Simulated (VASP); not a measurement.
Runs of VASP 6.6.1 on Pt. The structure is that of space group P6/mmm (No. 191), or close to it. The cells are those of the table. This isn't the form of Pt at room conditions, which is fcc.

```csv
task,cell,k mesh,cutoff (eV),gap on the mesh (eV),pressure (GPa)
single point,"a = 4.532, b = 4.532, c = 2.702 Å, angles 90.0, 90.0, 120.0°, 3 atoms",9 × 9 × 13,520,none,-9.9
single point,"a = 4.473, b = 4.473, c = 2.667 Å, angles 90.0, 90.0, 120.0°, 3 atoms",8 × 8 × 12,520,none,-0.4
single point,"a = 4.590, b = 4.590, c = 2.736 Å, angles 90.0, 90.0, 120.0°, 3 atoms",9 × 9 × 13,520,none,(b)
relaxation of cell and atoms,"relaxed from a = 4.402, b = 4.402, c = 2.698 Å, angles 90.0, 90.0, 120.0°, 3 atoms",8 × 8 × 12,600,none,0.0
single point,"a = 4.646, b = 4.646, c = 2.769 Å, angles 90.0, 90.0, 120.0°, 3 atoms",9 × 9 × 13,520,none,(a)
single point,"a = 4.351, b = 4.351, c = 2.594 Å, angles 90.0, 90.0, 120.0°, 3 atoms",9 × 9 × 13,520,none,27.9
single point,"a = 4.473, b = 4.473, c = 2.667 Å, angles 90.0, 90.0, 120.0°, 3 atoms",9 × 9 × 13,520,none,-0.4
single point,"a = 4.287, b = 4.287, c = 2.556 Å, angles 90.0, 90.0, 120.0°, 3 atoms",9 × 9 × 13,520,none,48.4
```

Alike in all rows: level PBEsol; potentials or basis VASP PAW PBE potentials, release 64 (Pt); no spin polarisation; smearing fermi-dirac 0.1 eV.

Q: Estimate the missing entries.

A: (a) -22.9; (b) -17.3.

Caveats: the PAW data sets were made with another functional, which shifts forces and pressure a little; spin-orbit coupling is left out, which moves the levels of the heavy elements; the cell stands under tension (at least some runs); the cell stands under pressure (at least some runs).

A k mesh can miss the band edges, and the runs leave out spin-orbit coupling on Pt.

A gap of «none» marks levels without a gap at the run's occupations.
